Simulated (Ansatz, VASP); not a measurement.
# Al3Cu: VASP beside Ansatz

```
Al Cu
1.0
     3.97803    0.00000    0.00000
     0.00000    3.97803    0.00000
     0.00000    0.00000    3.52334
Al Cu
3 1
Direct
  0.00000 0.50000 0.50000
  0.50000 0.00000 0.50000
  0.50000 0.50000 0.00000
  0.00000 0.00000 0.00000
```

Alike in both runs: task single point; functional LDA; k mesh 12 × 12 × 12; occupations gaussian, width 0.15 eV; no spin polarisation.

|  | VASP | Ansatz |
| --- | --- | --- |
| version | VASP 6.6.1 | Ansatz 0.2.0 |
| potentials or method | VASP PAW LDA potentials, release 64 (Al, Cu), cutoff 520 eV | scalar-relativistic, plane waves, PAW |
| valence electrons in the cell | 20 | 28 |

```csv
,VASP,Ansatz,Ansatz less VASP
gap on the k mesh at the Fermi level (eV),none,none,-
pressure (GPa),3.7,3.3,-0.34
"traceless stress, the component that is largest in VASP (GPa)",7.00,6.99,-0.006
```

Ansatz warns that its potentials were made for another functional, while VASP's fit it. LDA's correlation is that of Perdew and Zunger in VASP and of Perdew and Wang (1992) in Ansatz. A gap of «none» marks a metal or a gap that the smearing closes. VASP's potentials hold 20 valence electrons a cell and Ansatz's 28, so a difference there can come from the potentials and not from the codes.
